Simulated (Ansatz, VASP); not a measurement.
# One calculation of BaS, two programs

```xyz
2
Lattice="0.0000 3.2119 3.2119 3.2119 0.0000 3.2119 3.2119 3.2119 0.0000" Properties=species:S:1:pos:R:3 pbc="T T T"
Ba    0.0000    0.0000    0.0000
S     3.2119    3.2119    3.2119
```

Alike in both runs: functional r2SCAN; k mesh 8 × 8 × 8; occupations gaussian, width 0.02 eV; no spin polarisation.

Ansatz relaxed the structure, and its values are those at the end. VASP's run is a single point on that final structure, the one shown.

```csv
,VASP,Ansatz
version,VASP 6.6.1,Ansatz 0.2.0
potentials or method,"VASP PAW PBE potentials, release 64 (Ba_sv, S), cutoff 520 eV","scalar-relativistic, plane waves, PAW"
valence electrons in the cell,16,16
```

```csv
,VASP,Ansatz,Ansatz less VASP
gap on the k mesh at the Fermi level (eV),2.49,2.58,+0.086
least direct gap on the mesh (eV),2.63,2.69,+0.057
pressure (GPa),0.6,0.0,-0.56
```

VASP's potentials were made for PBE, not for r2SCAN.

Spin-orbit coupling is off throughout.
